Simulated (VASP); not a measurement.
# C (Cmmm) in VASP: notebook

The runs below take C through single point, with PBE.

All numbers are computed with VASP 6.6.1; they aren't measurements. Logs are shortened: lines on timing, memory, paths and dates and some standing lists are left out, and cuts for length are marked.

## (1) The cell of the first run

The structure is orthorhombic, space group Cmmm (No. 65). The conventional cell has a = 2.466 Å, b = 4.272 Å, c = 12.266 Å, α = 90.00°, β = 90.00°, γ = 90.00°. Within 1.9 Å of C (site symmetry m) lie 3 C at 1.42 Å. Within 1.9 Å of C (site symmetry m2m) lie 3 C at 1.42 Å.

## (2) Single point, PBE

File INCAR:

```
ALGO     = Normal         # electronic algorithm
EDIFF    = 1E-6           # SCF threshold, eV
ENCUT    = 600            # plane-wave cutoff, eV
GGA      = PE             # functional
GGA_COMPAT= F            
ISIF     = 2              # what is computed and relaxed
ISMEAR   = 0              # smearing method
LASPH    = T              # aspherical terms in the spheres
LCHARG   = F              # write CHGCAR
LREAL    = F              # projectors in reciprocal space
LWAVE    = F              # write WAVECAR
NBANDS   = 21             # bands
NELM     = 120            # most SCF steps
PREC     = Accurate       # precision mode
SIGMA    = 0.1            # smearing width, eV
```

File KPOINTS:

```
k-points
0
Gamma
  8 8 4
```

File POSCAR:

```
C
1.0
    1.2332461097     -2.1360570061      0.0000000000
    1.2332461097      2.1360570061      0.0000000000
    0.0000000000      0.0000000000     12.2664096066
C
6
Direct
    0.1666743790      0.8333256210      0.6711359690
    0.8333256210      0.1666743790      0.6711359690
    0.8333256210      0.1666743790      0.3288640310
    0.1666743790      0.8333256210      0.3288640310
    0.3333193128      0.6666806872      0.0000000000
    0.6666806872      0.3333193128      0.0000000000
```

Potentials or basis: VASP PAW PBE potentials, release 64 (C).

Launch:

```sh
$ cat potpaw_PBE.64/C/POTCAR > POTCAR
$ mpirun -np 1 vasp_std > vasp.out
```

OUTCAR:

```text
EDIFF = 1E-6
   ENCUT = 600
   GGA = PE
   ISIF = 2
   ISMEAR = 0
   LASPH = T
   LREAL = F
   NELM = 120
   PREC = Accurate

 ion  position               nearest neighbor table
   1  0.167  0.833  0.671-   2 1.42   2 1.42   2 1.42
   2  0.833  0.167  0.671-   1 1.42   1 1.42   1 1.42
   3  0.833  0.167  0.329-   4 1.42   4 1.42   4 1.42
   4  0.167  0.833  0.329-   3 1.42   3 1.42   3 1.42
   5  0.333  0.667  0.000-   6 1.42   6 1.42   6 1.42
   6  0.667  0.333  0.000-   5 1.42   5 1.42   5 1.42

  LATTYP: Found a hexagonal cell.
 ALAT       =     2.4665026861
 C/A-ratio  =     4.9731993709

  Lattice vectors:

 A1 = (   1.2332461097,  -2.1360570061,   0.0000000000)
 A2 = (   1.2332461097,   2.1360570061,   0.0000000000)
 A3 = (   0.0000000000,   0.0000000000,  12.2664096066)

Analysis of symmetry for initial positions (statically):
=====================================================================
 Subroutine PRICEL returns:
 Original cell was already a primitive cell.

 Routine SETGRP: Setting up the symmetry group for a
 hexagonal supercell.

 Subroutine GETGRP returns: Found  8 space group operations
 (whereof  8 operations were pure point group operations)
 out of a pool of 24 trial point group operations.

The static configuration has the point symmetry D_2h.

Analysis of symmetry for dynamics (positions and initial velocities):
=====================================================================
 Subroutine PRICEL returns:
 Original cell was already a primitive cell.

 Routine SETGRP: Setting up the symmetry group for a
 hexagonal supercell.

 Subroutine GETGRP returns: Found  8 space group operations
 (whereof  8 operations were pure point group operations)
 out of a pool of 24 trial point group operations.

The dynamic configuration has the point symmetry D_2h.

 Subroutine INISYM returns: Found  8 space group operations
 (whereof  8 operations are pure point group operations),
 and found     1 'primitive' translations

----------------------------------------------------------------------------------------

                                     Primitive cell

  volume of cell :      64.6264

  direct lattice vectors                    reciprocal lattice vectors
     1.233246110 -2.136057006  0.000000000     0.405434078 -0.234076150  0.000000000
     1.233246110  2.136057006  0.000000000     0.405434078  0.234076150  0.000000000
     0.000000000  0.000000000 12.266409607     0.000000000  0.000000000  0.081523448

  length of vectors
     2.466502686  2.466502686 12.266409607     0.468154286  0.468154286  0.081523448

  position of ions in fractional coordinates (direct lattice)
     0.166674379  0.833325621  0.671135969
     0.833325621  0.166674379  0.671135969
     0.833325621  0.166674379  0.328864031
     0.166674379  0.833325621  0.328864031
     0.333319313  0.666680687  0.000000000
     0.666680687  0.333319313  0.000000000

  ion indices of the primitive-cell ions
   primitive index   ion index
                 1           1
                 2           2
                 3           3
                 4           4
                 5           5
                 6           6

----------------------------------------------------------------------------------------

 KPOINTS: k-points

Automatic generation of k-mesh.
 Grid dimensions read from file:
 generate k-points for:    8    8    4

 Generating k-lattice:

  Cartesian coordinates                     Fractional coordinates (reciprocal lattice)
     0.050679260 -0.029259519  0.000000000     0.125000000 -0.000000000  0.000000000
     0.050679260  0.029259519  0.000000000    -0.000000000  0.125000000  0.000000000
     0.000000000  0.000000000  0.020380862     0.000000000  0.000000000  0.250000000

  Length of vectors
     0.058519286  0.058519286  0.020380862

  Shift w.r.t. Gamma in fractional coordinates (k-lattice)
     0.000000000  0.000000000  0.000000000

 Subroutine IBZKPT returns following result:
 ===========================================

 Found     63 irreducible k-points:

 Following reciprocal coordinates:
            Coordinates               Weight
  0.000000  0.000000  0.000000      1.000000
  0.125000 -0.000000  0.000000      4.000000
 -0.125000  0.125000  0.000000      2.000000
  0.250000 -0.000000  0.000000      4.000000
 -0.250000  0.250000  0.000000      2.000000
  0.375000 -0.000000  0.000000      4.000000
[... 16 lines left out ...]
  0.125000 -0.000000  0.250000      8.000000
 -0.125000  0.125000  0.250000      4.000000
 [... further k-points ...]
   k-points           NKPTS =     63   k-points in BZ     NKDIM =     63   number of bands    NBANDS=     21
   number of dos      NEDOS =    301   number of ions     NIONS =      6
   total plane-waves  NPLWV =  39200
   dimension x,y,z NGX =    20 NGY =   20 NGZ =   98
   dimension x,y,z NGXF=    40 NGYF=   40 NGZF=  196
   ions per type =               6
   NGX,Y,Z   is equivalent  to a cutoff of  13.48, 13.48, 13.28 a.u.
   NGXF,Y,Z  is equivalent  to a cutoff of  26.96, 26.96, 26.56 a.u.
 SYSTEM =  unknown system
   PREC   = accura    normal or accurate (medium, high low for compatibility)
   ISTART =      0    job   : 0-new  1-cont  2-samecut
   ICHARG =      2    charge: 1-file 2-atom 10-const
   ISPIN  =      1    spin polarized calculation?
   LNONCOLLINEAR =      F non collinear calculations
   LSORBIT =      F    spin-orbit coupling
   LASPH  =      T    aspherical Exc in radial PAW
   ENCUT  =  600.0 eV  44.10 Ry    6.64 a.u.   4.93  4.93 24.50*2*pi/ulx,y,z
   NELM   =    120;   NELMIN=  2; NELMDL= -5     # of ELM steps
   EDIFF  = 0.1E-05   stopping-criterion for ELM
   LREAL  =      F    real-space projection
   EDIFFG = 0.1E-04   stopping-criterion for IOM
   NSW    =      0    number of steps for IOM
   IBRION =     -1    ionic relax: 0-MD 1-quasi-New 2-CG
   NFREE  =      0    steps in history (QN), initial steepest desc. (CG)
   ISIF   =      2    stress and relaxation
   ISYM   =      2    0-nonsym 1-usesym 2-fastsym
   POTIM  = 0.5000    time-step for ionic-motion
   TEBEG  =    0.0;   TEEND  =   0.0 temperature during run
   PSTRESS=    0.0 pullay stress
   NELECT =      24.0000    total number of electrons
   NUPDOWN=      -1.0000    fix difference up-down
   EMIN   =  10.00;   EMAX   =-10.00  energy-range for DOS
   EFERMI =   0.00;   METHOD = LEGACY
   ISMEAR =     0;   SIGMA  =   0.10  broadening in eV -4-tet -1-fermi 0-gaus
   EFERMI_NEDOS =   21; number of points for ismear=-14 and -15
   IALGO  =     38    algorithm
   IMIX   =      4    mixing-type and parameters
     AMIX     =   0.40;   BMIX     =  1.00
     AMIX_MAG =   1.60;   BMIX_MAG =  1.00
  volume/ion in A,a.u.               =      10.77        72.69
  Fermi-wavevector in a.u.,A,eV,Ry     =   1.176726  2.223689 18.839760  1.384683
  Thomas-Fermi vector in A             =   2.313085
   LORBIT       =      0    0 simple, 1 ext, 2 COOP (PROOUT), +10 PAW based schemes
   GGA     = PE    functional components
   LHFCALC =     F    Hartree Fock is set to
   AEXX    =    0.0000 exact exchange contribution
   IVDW    =     0    specifies the selected vdW correction
   LEPSILON=     F    determine dielectric tensor
   LRPA    =     F    only Hartree local field effects (RPA)
 non-spin polarized calculation
 Gauss-broadening in eV      SIGMA  =   0.10
  energy-cutoff  :      600.00
  volume of cell :       64.63
 maximum number of plane-waves:      2194
   NGX =  9   NGY =  9   NGZ = 49

 number of electron      23.9999998 magnetization

 Free energy of the ion-electron system (eV)
  ---------------------------------------------------
  ext. energy  EPLUGINS =         0.00000000
  ---------------------------------------------------
  free energy    TOTEN  =       -55.36895099 eV

  energy without entropy =      -55.36895099  energy(sigma->0) =      -55.36895099

 E-fermi :   2.7139     XC(G=0):  -8.9849

 val. band max:        2.2649623049   @ k =   0.3750   0.3750   0.0000
 cond. band min:       3.9395024065   @ k =   0.3750   0.3750   0.5000
 fundamental gap:      1.6745401016
 Fermi energy:         2.7138717084

 k-point     1 :       0.0000    0.0000    0.0000
  band No.  band energies     occupation
      1     -16.4489      2.00000
      2     -16.4099      2.00000
      3     -16.4050      2.00000
      4      -4.7071      2.00000
      5      -4.6544      2.00000
      6      -4.1885      2.00000
[... 13 lines left out ...]
     20      11.4032      0.00000
     21      11.4041      0.00000

 k-point     2 :       0.1250   -0.0000    0.0000
  band No.  band energies     occupation
      1     -16.0796      2.00000
      2     -16.0416      2.00000
      3     -16.0369      2.00000
      4      -4.2645      2.00000
      5      -4.2128      2.00000
      6      -3.7560      2.00000
[... 13 lines left out ...]
     20      12.8953      0.00000
     21      12.9002      0.00000

 k-point     3 :      -0.1250    0.1250    0.0000
  band No.  band energies     occupation
      1     -16.0796      2.00000
      2     -16.0416      2.00000
      3     -16.0368      2.00000
      4      -4.2647      2.00000
      5      -4.2128      2.00000
      6      -3.7559      2.00000
[... 13 lines left out ...]
     20      12.9023      0.00000
     21      12.9029      0.00000
[... 457 lines left out ...]
 k-point    23 :       0.1250   -0.0000    0.2500
  band No.  band energies     occupation
      1     -16.0763      2.00000
      2     -16.0523      2.00000
      3     -16.0293      2.00000
      4      -4.3474      2.00000
      5      -4.0857      2.00000
      6      -3.8012      2.00000
[... 13 lines left out ...]
     20      12.8948      0.00000
     21      12.9004      0.00000

 k-point    24 :      -0.1250    0.1250    0.2500
  band No.  band energies     occupation
      1     -16.0763      2.00000
      2     -16.0523      2.00000
      3     -16.0293      2.00000
      4      -4.3476      2.00000
      5      -4.0857      2.00000
      6      -3.8011      2.00000
[... 13 lines left out ...]
     20      12.8992      0.00000
     21      12.9052      0.00000

 [... further k-points ...]
[... 5 lines left out ...]
  --------------------------------------------------------------------------------------
  -------------------------------------------------------------------------------------
  Total        0.0546397      0.0531314     -0.0038238     -0.0000000      0.0000000      0.0000000
  in kB        1.3545925      1.3172006     -0.0947969     -0.0000000      0.0000000      0.0000000
  external PRESSURE =       0.8589987 kB  Pullay stress =       0.0000000 kB

 VOLUME and BASIS-vectors are now :
 -----------------------------------------------------------------------------
  energy-cutoff  :      600.00
  volume of cell :       64.63
      direct lattice vectors                 reciprocal lattice vectors
     1.233246110 -2.136057006  0.000000000     0.405434078 -0.234076150  0.000000000
     1.233246110  2.136057006  0.000000000     0.405434078  0.234076150  0.000000000
     0.000000000  0.000000000 12.266409607     0.000000000  0.000000000  0.081523448

 POSITION                                       TOTAL-FORCE (eV/Angst)
 -----------------------------------------------------------------------------------
      1.23325      1.42401      8.23243         0.000000      0.000694     -0.000099
      1.23325     -1.42401      8.23243         0.000000     -0.000694     -0.000099
      1.23325     -1.42401      4.03398         0.000000     -0.000694      0.000099
      1.23325      1.42401      4.03398         0.000000      0.000694      0.000099
      1.23325      0.71208      0.00000         0.000000     -0.000681     -0.000000
      1.23325     -0.71208      0.00000         0.000000      0.000681     -0.000000
 -----------------------------------------------------------------------------------
    total drift:                                0.000000      0.000000     -0.000000

  FREE ENERGIE OF THE ION-ELECTRON SYSTEM (eV)
  ---------------------------------------------------
  free  energy   TOTEN  =       -55.3689509903 eV

  energy  without entropy=      -55.3689509903  energy(sigma->0) =      -55.36895099
```

Run time: 72 s. Hardware: 1 thread of Intel Xeon Platinum 8259CL at 2.50GHz (Skylake/Cascade Lake), shared host; peak memory 0.21 GiB.

Results:

| Item | Value |
| --- | --- |
| Free energy | -55.3690 eV |
| Pressure | 0.1 GPa |
| Band gap on the k mesh | 1.67 eV, indirect (least direct gap 1.70 eV) |

Stress tensor (GPa, compression positive):
```
 0.14  0.00  0.00
 0.00  0.13  0.00
 0.00  0.00 -0.01
```

Caveat: this functional lacks dispersion, which binds the layers, so the pressure and a relaxed spacing across them are unreliable. A k mesh can miss the band edges.

## (3) Single point, PBE

File INCAR:

```
ALGO = Normal
EDIFF = 1E-6
ENCUT = 600
GGA = PE
GGA_COMPAT = F
ISIF = 2
ISMEAR = 0
LASPH = T
LCHARG = F
LREAL = F
LWAVE = F
NBANDS = 21
NELM = 120
PREC = Accurate
SIGMA = 0.1
```

File KPOINTS:

```
k-points
0
Gamma
  12 12 2
```

POSCAR is that of step 2.

Potentials or basis: VASP PAW PBE potentials, release 64 (C).

Launch:

```sh
$ cat potpaw_PBE.64/C/POTCAR > POTCAR
$ mpirun -np 1 vasp_std > vasp.out
```

It took 96 s on 1 thread of Intel Xeon Platinum 8259CL at 2.50GHz (Skylake/Cascade Lake), shared host; peak memory 0.24 GiB.

It converged, with:

```yaml
Free_energy: -55.3567 eV
Pressure: 0.1 GPa
Largest_force: 0.006 eV/Å
Band_gap_on_the_k_mesh: zero (band 12 reaches 3.11 eV, above the bottom of band 13 at 3.07 eV)
```

Forces on the atoms (eV/Å):
```
C    0.000  0.003 -0.001
C    0.000 -0.003 -0.001
C    0.000 -0.003  0.001
C    0.000  0.003  0.001
C    0.000 -0.006  0.000
C    0.000  0.006  0.000
```

Stress tensor (GPa, compression positive):
```
 0.21  0.00  0.00
 0.00  0.15  0.00
 0.00  0.00 -0.10
```

Levels at points of the mesh, in eV from the Fermi level:
| k point | band 8 | band 9 | band 10 | band 11 | band 12 | band 13 | band 14 | band 15 | band 16 | band 17 |
| --- | --- | --- | --- | --- | --- | --- | --- | --- | --- | --- |
| (0.00, 0.00, 0.00) | -3.04 | -3.04 | -3.04 | -3.04 | -3.04 | 3.21 | 5.50 | 5.68 | 8.30 | 8.30 |
| (0.50, 0.00, 0.00) | -6.42 | -6.42 | -2.44 | -2.36 | -2.28 | 1.55 | 1.69 | 1.82 | 7.35 | 7.36 |
| (0.50, 0.50, 0.00) | -6.42 | -6.41 | -2.48 | -2.44 | -2.15 | 1.52 | 1.55 | 1.97 | 7.32 | 7.38 |
| (0.00, 0.00, 0.50) | -3.04 | -3.04 | -3.04 | -3.04 | -3.04 | 3.84 | 3.94 | 6.94 | 8.30 | 8.30 |
| (0.50, 0.00, 0.50) | -6.42 | -6.42 | -2.44 | -2.36 | -2.28 | 1.57 | 1.68 | 1.80 | 7.35 | 7.36 |
| (0.50, 0.50, 0.50) | -6.42 | -6.41 | -2.56 | -2.28 | -2.24 | 1.40 | 1.80 | 1.83 | 7.34 | 7.35 |

Caveat: this functional lacks dispersion, which binds the layers, so the pressure and a relaxed spacing across them are unreliable.

[end of part 1 of 2]
